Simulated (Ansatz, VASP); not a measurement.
**InSb3 in VASP and in Ansatz**

```xyz
4
Lattice="4.8064 0.0000 0.0000 0.0000 4.8064 0.0000 0.0000 0.0000 4.8064" Properties=species:S:1:pos:R:3 pbc="T T T"
Sb    2.4032    2.4032    0.0000
Sb    0.0000    2.4032    2.4032
Sb    2.4032    0.0000    2.4032
In    0.0000    0.0000    0.0000
```

Alike in both runs: functional r2SCAN; k mesh 6 × 6 × 6; occupations fermi-dirac, width 0.05 eV; no spin polarisation.

```csv
,VASP,Ansatz
version,VASP 6.6.1,Ansatz 0.2.0
potentials or method,"VASP PAW PBE potentials, release 64 (Sb, In_d)",Ansatz PAW
plane-wave cutoff (eV),520,500
valence electrons in the cell,28,58
task,single point,band structure
```

```csv
,VASP,Ansatz,Ansatz less VASP
gap on the k mesh at the Fermi level (eV),none,none,-
pressure (GPa),-0.6,-0.6,+0.05
```

VASP's potentials were made for PBE, not for r2SCAN. A gap of «none» marks a metal or a gap that the smearing closes. VASP's potentials hold 28 valence electrons a cell and Ansatz's 58, so a difference there can come from the potentials and not from the codes.

Neither program's run includes spin-orbit coupling.
